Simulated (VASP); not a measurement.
Input of a VASP 6.6.1 run:

Contents of INCAR:

```
  PREC = Accurate
  ENCUT = 600
  EDIFF = 1E-7
  ISMEAR = -1
  SIGMA = 0.05
  LREAL = False
  LASPH = True
  NELM = 100
  ALGO = Normal
  ISIF = 3
  LWAVE = False
  LCHARG = False
  GGA = PS
  IBRION = 2
  NSW = 60
  EDIFFG = -0.01
```

File KPOINTS:

```
regular mesh
0
Gamma
  11 11 6
```

File POSCAR:

```
Os
1.0
    2.7341000000      0.0000000000      0.0000000000
   -1.3670500000      2.3678000565      0.0000000000
    0.0000000000      0.0000000000      4.3197000000
Os
2
Direct
    0.6666666667      0.3333333333      0.7500000000
    0.3333333333      0.6666666667      0.2500000000
```

Potentials or basis: VASP PAW PBE potentials, release 64 (Os).

The run is started by

```console
$ cat potpaw_PBE.64/Os/POTCAR > POTCAR
$ mpirun -np 1 vasp_std > vasp.out
```

**Question.** Predict the relaxed cell.

**Answer.** a = 2.730 Å, b = 2.730 Å, c = 4.313 Å, α = 90.00°, β = 90.00°, γ = 120.00°.

**Question.** Estimate the relaxed volume.

**Answer.** 13.92 Å³/atom.

Final structure:
```
CELL_PARAMETERS angstrom
2.72980 0.00000 0.00000
-1.36490 2.36408 0.00000
0.00000 0.00000 4.31266
ATOMIC_POSITIONS crystal
Os 0.66667 0.33333 0.75000
Os 0.33333 0.66667 0.25000
```

Caveat: the PAW data sets were made with another functional, which shifts forces and pressure a little.
